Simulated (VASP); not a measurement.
# SiO2 (P-4m2) in VASP: a series of runs, part 2 of 2

VASP 6.6.1.

### Step 3. Single point, r2SCAN (19.83 Å³/atom)

This run uses another cell than the first one, of 19.83 Å³/atom.

Input file POSCAR:

```
SiO2
1.0
    6.8525184406      0.0000000000      0.0000000000
    0.0000000000      6.8525184406      0.0000000000
    0.0000000000      0.0000000000      6.3352088887
Si O
5 10
Direct
    0.2698436745      0.0000000000      0.1193955066
    0.0000000000      0.7301563255      0.8806044934
    0.0000000000      0.2698436745      0.8806044934
    0.7301563255      0.0000000000      0.1193955066
    0.0000000000      0.0000000000      0.5000000000
    0.1947230395      0.0000000000      0.3592236780
    0.0000000000      0.8052769605      0.6407763220
    0.0000000000      0.1947230395      0.6407763220
    0.8052769605      0.0000000000      0.3592236780
    0.1930126117      0.1930126117      0.0000000000
    0.1930126117      0.8069873883      0.0000000000
    0.8069873883      0.1930126117      0.0000000000
    0.8069873883      0.8069873883      0.0000000000
    0.5000000000      0.0000000000      0.1191092549
    0.0000000000      0.5000000000      0.8808907451
```

Input file INCAR.step1:

```
SYSTEM = SiO2
PREC = Accurate ; ENCUT = 520
ISMEAR = 0 ; SIGMA = 0.02
LREAL = Auto ; LASPH = .TRUE.
NELM = 60 ; NBANDS = 53
GGA = PE ; ALGO = Normal
EDIFF = 1E-4 ; LWAVE = .TRUE.
LCHARG = .FALSE.
```

Input file INCAR.step2:

```
SYSTEM = SiO2
PREC = Accurate ; ENCUT = 520
EDIFF = 1E-7 ; ISMEAR = 0
SIGMA = 0.02 ; LREAL = Auto
LASPH = .TRUE. ; NELM = 60
ALGO = Normal ; ISIF = 2
LWAVE = .FALSE. ; LCHARG = .FALSE.
METAGGA = R2SCAN ; LMIXTAU = .TRUE.
NBANDS = 53 ; ISTART = 1
```

Input file KPOINTS:

```
regular mesh
0
G
  4 4 4
  0 0 0
```

Potentials or basis: VASP PAW PBE potentials, release 64 (Si, O).

The run is started by

```console
> cat potpaw_PBE.64/Si/POTCAR potpaw_PBE.64/O/POTCAR > POTCAR
> cp INCAR.step1 INCAR
> mpirun -np 1 vasp_std > vasp.out
> cp INCAR.step2 INCAR
> mpirun -np 1 vasp_std > vasp.out
```

OUTCAR:

```text
SYSTEM = SiO2
   PREC = Accurate
   ENCUT = 520
   EDIFF = 1E-7
   ISMEAR = 0
   LREAL = Auto
   LASPH = .TRUE.
   NELM = 60
   ISIF = 2
   METAGGA = R2SCAN
   ISTART = 1

 ion  position               nearest neighbor table
   1  0.270  0.000  0.119-  14 1.58   6 1.60  11 1.61  10 1.61   2 3.02   3 3.02   5 3.04
   2  0.000  0.730  0.881-  15 1.58   7 1.60  13 1.61  11 1.61   1 3.02   4 3.02   5 3.04
   3  0.000  0.270  0.881-  15 1.58   8 1.60  12 1.61  10 1.61   1 3.02   4 3.02   5 3.04
   4  0.730  0.000  0.119-  14 1.58   9 1.60  13 1.61  12 1.61   2 3.02   3 3.02   5 3.04
   5  0.000  0.000  0.500-   6 1.60   7 1.60   8 1.60   9 1.60   1 3.04   2 3.04   3 3.04   4 3.04

   6  0.195  0.000  0.359-   1 1.60   5 1.60
[... 1228 lines left out ...]
     0.000000000  6.852518441  0.000000000     0.000000000  0.145931749  0.000000000
     0.000000000  0.000000000  6.335208889     0.000000000  0.000000000  0.157847992

 POSITION                                       TOTAL-FORCE (eV/Angst)
 -----------------------------------------------------------------------------------
      1.84911      0.00000      0.75640         0.103139      0.000000      0.017322
      0.00000      5.00341      5.57881         0.000000     -0.103139     -0.017322
      0.00000      1.84911      5.57881         0.000000      0.103139     -0.017322
      5.00341      0.00000      0.75640        -0.103139      0.000000      0.017322
      0.00000      0.00000      3.16760         0.000000      0.000000     -0.000000
      1.33434      0.00000      2.27576        -0.011172      0.000000     -0.006071
      0.00000      5.51818      4.05945         0.000000      0.011172      0.006071
      0.00000      1.33434      4.05945         0.000000     -0.011172      0.006071
      5.51818      0.00000      2.27576         0.011172      0.000000     -0.006071
      1.32262      1.32262      0.00000        -0.005613     -0.005613     -0.000000
      1.32262      5.52990      0.00000        -0.005613      0.005613     -0.000000
      5.52990      1.32262      0.00000         0.005613     -0.005613     -0.000000
      5.52990      5.52990      0.00000         0.005613      0.005613     -0.000000
      3.42626      0.00000      0.75458         0.000000      0.000000     -0.000858
      0.00000      3.42626      5.58063         0.000000      0.000000      0.000858
 -----------------------------------------------------------------------------------
    total drift:                               -0.000000      0.000000     -0.000000

  FREE ENERGIE OF THE ION-ELECTRON SYSTEM (eV)
  ---------------------------------------------------
  free  energy   TOTEN  =      -148.4238059323 eV

  energy  without entropy=     -148.4238059323  energy(sigma->0) =     -148.42380593
```

OUTCAR.step1:

```text
SYSTEM = SiO2
   PREC = Accurate
   ENCUT = 520
   ISMEAR = 0
   LREAL = Auto
   LASPH = .TRUE.
   NELM = 60
   GGA = PE
[... 1255 lines left out ...]
      5.52990      5.52990      0.00000        -0.282725     -0.282725     -0.000000
      3.42626      0.00000      0.75458         0.000000     -0.000000      0.003035
      0.00000      3.42626      5.58063         0.000000     -0.000000     -0.003035
 -----------------------------------------------------------------------------------
    total drift:                                0.000000      0.000000     -0.000000

  FREE ENERGIE OF THE ION-ELECTRON SYSTEM (eV)
  ---------------------------------------------------
  free  energy   TOTEN  =      -118.0698023219 eV

  energy  without entropy=     -118.0698023219  energy(sigma->0) =     -118.06980232
```

OSZICAR.step1:

```text
N       E                     dE             d eps       ncg     rms          rms(c)
DAV:   1     0.632408908643E+03    0.63241E+03   -0.38871E+04  1908   0.132E+03
DAV:   2    -0.675879766051E+02   -0.70000E+03   -0.67823E+03  2472   0.324E+02
DAV:   3    -0.133716860415E+03   -0.66129E+02   -0.65827E+02  2288   0.108E+02
DAV:   4    -0.134891631332E+03   -0.11748E+01   -0.11718E+01  2328   0.158E+01
DAV:   5    -0.134918621033E+03   -0.26990E-01   -0.26969E-01  2302   0.228E+00    0.339E+01
DAV:   6    -0.118239608627E+03    0.16679E+02   -0.66970E+01  2202   0.340E+01    0.161E+01
DAV:   7    -0.118151976964E+03    0.87632E-01   -0.21051E+00  2358   0.540E+00    0.587E+00
DAV:   8    -0.118077950080E+03    0.74027E-01   -0.12062E-01  2307   0.196E+00    0.224E+00
DAV:   9    -0.118062322773E+03    0.15627E-01   -0.68096E-02  2339   0.129E+00    0.458E-01
DAV:  10    -0.118067493309E+03   -0.51705E-02   -0.78816E-03  2076   0.459E-01    0.167E-01
DAV:  11    -0.118068839512E+03   -0.13462E-02   -0.35576E-03  2100   0.333E-01    0.708E-02
DAV:  12    -0.118069527592E+03   -0.68808E-03   -0.75691E-04  1917   0.132E-01    0.649E-02
DAV:  13    -0.118069765960E+03   -0.23837E-03   -0.16258E-04  1515   0.758E-02    0.272E-02
DAV:  14    -0.118069802322E+03   -0.36362E-04   -0.34546E-05  1323   0.351E-02
   1 F= -.11806980E+03 E0= -.11806980E+03  d E =-.105379E-13
```

Wall time 31 min (1 thread of Oxide Virtual Turin-like, shared host); peak memory 0.45 GiB.

What came out:

```
Free energy            : -148.4238 eV
Pressure               : 3.0 GPa
Largest force          : 0.105 eV/Å
Band gap on the k mesh : 6.46 eV (least direct gap 6.51 eV)
```

Forces on the atoms (eV/Å):
```
Si   0.103  0.000  0.017
Si   0.000 -0.103 -0.017
Si   0.000  0.103 -0.017
Si  -0.103  0.000  0.017
Si   0.000  0.000  0.000
O   -0.011  0.000 -0.006
O    0.000  0.011  0.006
O    0.000 -0.011  0.006
O    0.011  0.000 -0.006
O   -0.006 -0.006  0.000
O   -0.006  0.006  0.000
O    0.006 -0.006  0.000
O    0.006  0.006  0.000
O    0.000  0.000 -0.001
O    0.000  0.000  0.001
```

Caveat: the cell stands under pressure; the PAW data sets were made with another functional, which shifts forces and pressure a little.
